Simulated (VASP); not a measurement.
Crystal: GaN.

```
Ga N
1.0
     5.21534    0.00000    0.00000
     0.00000    5.21534    0.00000
     0.00000    0.00000    5.21534
Ga N
6 6
Cartesian
  2.6077 0.0000 3.9115
  3.9115 2.6077 0.0000
  0.0000 3.9115 2.6077
  2.6077 0.0000 1.3038
  1.3038 2.6077 0.0000
  0.0000 1.3038 2.6077
  0.0000 2.6077 3.9115
  3.9115 0.0000 2.6077
  2.6077 3.9115 0.0000
  0.0000 2.6077 1.3038
  1.3038 0.0000 2.6077
  2.6077 1.3038 0.0000
```

The cell was generated, and may not be a known phase.

| Item | Value |
| --- | --- |
| Program | VASP 6.6.1 |
| Task | relaxation of cell and atoms |
| Functional | PBE |
| Potentials or basis | VASP PAW PBE potentials, release 64 (Ga_d, N) |
| Cutoff | 600 eV |
| k mesh | 4 × 4 × 4 |
| Occupations | gaussian, width 0.1 eV |
| Spin | no spin polarisation |

At the start: pressure 41.3 GPa; volume 11.82 Å³/atom.

Question: How do energy, volume and symmetry change on relaxing?

Answer: Over 4 steps the energy falls by 282.1 meV/atom and the volume is 14.45 Å³/atom (+22.3 %); space group Pm-3n (No. 223, to 0.1 Å) before and after.

The path:
```csv
step,energy change (eV),largest force (eV/Å),pressure (GPa),volume (Å³)
1,0.0000,0.0000,41.25,141.86
2,-0.5936,0.0000,-18.18,213.97
3,-3.3822,0.0000,-0.81,174.23
4,-3.3850,0.0000,-0.27,173.42
```

Final structure:
```cif
data_structure
_symmetry_space_group_name_H-M 'P 1'
_symmetry_Int_Tables_number 1
_cell_length_a 5.5766
_cell_length_b 5.5766
_cell_length_c 5.5766
_cell_angle_alpha 90.000
_cell_angle_beta 90.000
_cell_angle_gamma 90.000
_cell_volume 173.42
loop_
_atom_site_label
_atom_site_type_symbol
_atom_site_fract_x
_atom_site_fract_y
_atom_site_fract_z
_atom_site_occupancy
Ga1 Ga 0.50000 0.00000 0.75000 1
Ga2 Ga 0.75000 0.50000 0.00000 1
Ga3 Ga 0.00000 0.75000 0.50000 1
Ga4 Ga 0.50000 0.00000 0.25000 1
Ga5 Ga 0.25000 0.50000 0.00000 1
Ga6 Ga 0.00000 0.25000 0.50000 1
N1 N 0.00000 0.50000 0.75000 1
N2 N 0.75000 0.00000 0.50000 1
N3 N 0.50000 0.75000 0.00000 1
N4 N 0.00000 0.50000 0.25000 1
N5 N 0.25000 0.00000 0.50000 1
N6 N 0.50000 0.25000 0.00000 1
```

Caveat: the volume moved by over 15 % at a fixed basis, so the end points are rough.
